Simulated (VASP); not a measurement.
# C in VASP: further runs, part 2 of 2

VASP 6.6.1. Earlier steps stand in the parts before.

**3. Single point, LDA**

INCAR

```
PREC = Accurate
ENCUT = 520
EDIFF = 1E-7
ISMEAR = -1
SIGMA = 0.02
LREAL = False
LASPH = True
NELM = 80
ALGO = Normal
ISIF = 2
LWAVE = False
LCHARG = False
LDIPOL = True
IDIPOL = 3
DIPOL = 0.5 0.5 0.500
NBANDS = 11
```

KPOINTS

```
Automatic mesh
0
Gamma
  14 14 1
```

POSCAR

```
C
1.0
    2.4973051747      0.0000000000      0.0000000000
   -1.2486525873      2.1627297223      0.0000000000
    0.0000000000      0.0000000000     16.5098000000
C
2
Direct
    0.8333333333      0.1666666667      0.5000000000
    0.1666666667      0.8333333333      0.5000000000
```

Potentials or basis: VASP PAW LDA potentials, release 64 (C).

Started as:

```sh
cat potpaw_LDA.64/C/POTCAR > POTCAR
mpirun -np 1 vasp_std > vasp.out
```

Run time: 24 s. Hardware: 1 thread of Intel Xeon 6975P-C (Granite Rapids), shared host; peak memory 0.16 GiB.

Results (log left out):

| Property | Result |
| --- | --- |
| Free energy | -20.1217 eV |
| Band gap on the k mesh | 1.17 eV, direct |

Levels at points of the mesh, in eV from the valence-band top:
```csv
k point,band 1,band 2,band 3,band 4,band 5,band 6,band 7,band 8,band 9
"(0.00, 0.00, 0.00)",-18.40,-6.79,-2.45,-2.45,4.12,5.12,5.57,7.03,7.65
"(0.50, 0.00, 0.00)",-13.31,-12.31,-5.71,-1.68,2.21,7.67,11.72,11.82,12.59
```

**4. Single point, LDA**

This run uses another cell than the first one, of 59.41 Å³/atom, 1.333 times its volume.

INCAR

```
SYSTEM = C
PREC = Accurate
ENCUT = 520
EDIFF = 1E-6
ISMEAR = -1
SIGMA = 0.02
LREAL = .FALSE.
LASPH = .TRUE.
NELM = 80
ALGO = Normal
ISIF = 2
LWAVE = .FALSE.
LCHARG = .TRUE.
LDIPOL = .TRUE.
IDIPOL = 3
DIPOL = 0.5 0.5 0.500
GGA = CA
LELF = .TRUE.
LVHAR = .TRUE.
LVACPOTAV = .TRUE.
NBANDS = 11
```

KPOINTS

```
Automatic mesh
0
G
  14 14 1
  0 0 0
```

POSCAR

```
C
1.0
    2.4973051747      0.0000000000      0.0000000000
   -1.2486525873      2.1627297223      0.0000000000
    0.0000000000      0.0000000000     22.0002000000
C
2
Direct
    0.8333333333      0.1666666667      0.5000044145
    0.1666666667      0.8333333333      0.4999955855
```

Potentials or basis: VASP PAW LDA potentials, release 64 (C).

Started as:

```sh
cat potpaw_LDA.64/C/POTCAR > POTCAR
mpirun -np 1 vasp_std > vasp.out
```

OUTCAR:

```text
SYSTEM = C
   PREC = Accurate
   ENCUT = 520
   EDIFF = 1E-6
   ISMEAR = -1
   LREAL = .FALSE.
   LASPH = .TRUE.
   NELM = 80
   ISIF = 2
   GGA = CA

 ion  position               nearest neighbor table
   1  0.833  0.167  0.500-   2 1.44   2 1.44   2 1.44
   2  0.167  0.833  0.500-   1 1.44   1 1.44   1 1.44

  LATTYP: Found a hexagonal cell.
 ALAT       =     2.4973051747
 C/A-ratio  =     8.8095761074

  Lattice vectors:

 A1 = (   2.4973051747,   0.0000000000,   0.0000000000)
 A2 = (  -1.2486525873,   2.1627297223,   0.0000000000)
[... 523 lines left out ...]

  FORCE on cell =-STRESS in cart. coord.  units (eV):
  Direction    XX          YY          ZZ          XY          YZ          ZX
  --------------------------------------------------------------------------------------
  -------------------------------------------------------------------------------------
  Total       -2.7152806     -2.7152806     -0.0127313     -0.0000000      0.0000000      0.0000000
  in kB      -36.6121145    -36.6121145     -0.1716656     -0.0000000      0.0000000      0.0000000
  external PRESSURE =     -24.4652982 kB  Pullay stress =       0.0000000 kB

 VOLUME and BASIS-vectors are now :
 -----------------------------------------------------------------------------
  energy-cutoff  :      520.00
  volume of cell :      118.82
      direct lattice vectors                 reciprocal lattice vectors
     2.497305175  0.000000000  0.000000000     0.400431637  0.231189314  0.000000000
    -1.248652587  2.162729722  0.000000000     0.000000000  0.462378627  0.000000000
     0.000000000  0.000000000 22.000200000     0.000000000  0.000000000  0.045454132

 POSITION                                       TOTAL-FORCE (eV/Angst)
 -----------------------------------------------------------------------------------
      1.87298      0.36045     11.00020        -0.000000      0.000000     -0.003453
     -0.62433      1.80227     11.00000         0.000000     -0.000000      0.003453
 -----------------------------------------------------------------------------------
    total drift:                                0.000000     -0.000000      0.000000

  FREE ENERGIE OF THE ION-ELECTRON SYSTEM (eV)
  ---------------------------------------------------
  free  energy   TOTEN  =       -20.1217259105 eV

  energy  without entropy=      -20.1217259105  energy(sigma->0) =      -20.12172591

 vacuum level on the upper side and lower side of the slab         1.380         1.380
```

OSZICAR:

```text
N       E                     dE             d eps       ncg     rms          rms(c)
DAV:   1     0.523986338879E+02    0.52399E+02   -0.32061E+03   544   0.516E+02
DAV:   2    -0.155199041899E+02   -0.67919E+02   -0.57692E+02   759   0.113E+02
DAV:   3    -0.213087157005E+02   -0.57888E+01   -0.57655E+01   723   0.415E+01
[... 11 lines left out ...]
DAV:  15    -0.201216899180E+02   -0.99284E-04   -0.51748E-06   613   0.998E-03    0.177E-03
DAV:  16    -0.201217178664E+02   -0.27948E-04   -0.13964E-06   609   0.400E-03    0.289E-03
DAV:  17    -0.201217242491E+02   -0.63827E-05   -0.11546E-07   626   0.172E-03    0.524E-04
DAV:  18    -0.201217255859E+02   -0.13368E-05   -0.43810E-08   621   0.915E-04    0.258E-04
DAV:  19    -0.201217259105E+02   -0.32458E-06   -0.47515E-09   617   0.319E-04
   1 F= -.20121726E+02 E0= -.20121726E+02  d E =-.176805E-10
```

It took 39 s on 1 thread of Intel Xeon 6975P-C (Granite Rapids), shared host; peak memory 0.18 GiB.

What came out:

| Item | Value |
| --- | --- |
| Free energy | -20.1217 eV |
| Largest force | 0.003 eV/Å |
| Band gap on the k mesh | 1.17 eV, direct |

Forces in eV/Å, atoms in the order of the input:
```
C    0.000  0.000 -0.003
C    0.000  0.000  0.003
```

**5. Single point, LDA**

This run uses another cell than the first one, of 59.41 Å³/atom, 1.333 times its volume.

INCAR

```
PREC = Accurate ; ENCUT = 520
EDIFF = 1E-6 ; ISMEAR = -1
SIGMA = 0.02 ; LREAL = False
LASPH = True ; NELM = 80
ALGO = Normal ; ISIF = 2
LWAVE = False ; LCHARG = False
LDIPOL = True ; IDIPOL = 3
DIPOL = 0.5 0.5 0.500 ; NBANDS = 11
```

KPOINTS

```
Automatic mesh
0
Gamma
  14 14 1
```

POSCAR is that of step 4.

Started as:

```sh
cat potpaw_LDA.64/C/POTCAR > POTCAR
mpirun -np 1 vasp_std > vasp.out
```

Wall time 33 s (1 thread of Intel Xeon 6975P-C (Granite Rapids), shared host); peak memory 0.19 GiB.

Results (log left out):

* Free energy: -20.1217 eV
* Largest force: 0.003 eV/Å
* Band gap on the k mesh: 1.17 eV, direct

Forces on the atoms (eV/Å):
```
C    0.000  0.000 -0.003
C    0.000  0.000  0.003
```

Levels at points of the mesh, in eV from the valence-band top:
```
           k point  band 2  band 3  band 4  band 5  band 6  band 7
(0.00, 0.00, 0.00)   -6.79   -2.45   -2.45    4.12    5.06    5.36
(0.50, 0.00, 0.00)  -12.31   -5.71   -1.68    2.21    7.67   11.72
```

**6. Relaxation of the atoms, LDA**

INCAR

```
PREC = Accurate
ENCUT = 520
EDIFF = 1E-6
ISMEAR = -1
SIGMA = 0.02
LREAL = F
LASPH = T
NELM = 100
ALGO = Normal
ISIF = 2
LWAVE = F
LCHARG = F
LDIPOL = T
IDIPOL = 3
DIPOL = 0.5 0.5 0.500
IBRION = 2
NSW = 32
EDIFFG = -0.01
```

KPOINTS

```
regular mesh
0
Gamma
  14 14 1
```

POSCAR

```
C
1.0
    2.4973051747      0.0000000000      0.0000000000
   -1.2486525873      2.1627297223      0.0000000000
    0.0000000000      0.0000000000     16.5098000000
C
2
Direct
    0.8333333333      0.1666666667      0.5000058825
    0.1666666667      0.8333333333      0.4999941175
```

Potentials or basis: VASP PAW LDA potentials, release 64 (C).

Started as:

```sh
cat potpaw_LDA.64/C/POTCAR > POTCAR
mpirun -np 1 vasp_std > vasp.out
```

It took 14 s on 1 thread of Intel Xeon 6975P-C (Granite Rapids), shared host; peak memory 0.16 GiB.

Results (log left out):

* Free energy: -20.1217 eV
* Largest force after relaxing: 0.003 eV/Å
* Band gap on the k mesh: 1.17 eV, direct

Forces on the atoms (eV/Å):
```
C    0.000  0.000 -0.003
C    0.000  0.000  0.003
```

Final structure:
```
CELL_PARAMETERS angstrom
2.49731 0.00000 0.00000
-1.24865 2.16273 0.00000
0.00000 0.00000 16.50980
ATOMIC_POSITIONS crystal
C 0.83333 0.16667 0.50001
C 0.16667 0.83333 0.49999
```

Levels at points of the mesh, in eV from the valence-band top:
```csv
k point,band 1,band 2,band 3,band 4,band 5,band 6,band 7,band 8
"(0.00, 0.00, 0.00)",-18.40,-6.79,-2.45,-2.45,4.12,5.12,5.52,7.03
"(0.50, 0.00, 0.00)",-13.31,-12.31,-5.71,-1.68,2.21,7.67,11.72,11.82
```

Caveat: the relaxation stopped at its first step, so nothing moved.

**7. The runs side by side**

```csv
task,cell,gap on the mesh (eV)
single point,"a = 2.497, b = 2.497, c = 16.510 Å, angles 90.0, 90.0, 120.0°, 2 atoms",1.17
single point,"a = 2.497, b = 2.497, c = 22.000 Å, angles 90.0, 90.0, 120.0°, 2 atoms",1.17
relaxation of the atoms,"atoms relaxed from a = 2.497, b = 2.497, c = 16.510 Å, angles 90.0, 90.0, 120.0°, 2 atoms",1.17
```

Alike in all rows: level LDA; potentials or basis VASP PAW LDA potentials, release 64 (C); no spin polarisation; k mesh 14 × 14 × 1; cutoff (eV) 520; smearing fermi-dirac 0.02 eV.

Caveats: the relaxation stopped at its first step, so nothing moved (some runs).

Total energies depend on the potentials used, so only differences within one code and one set of settings carry meaning.
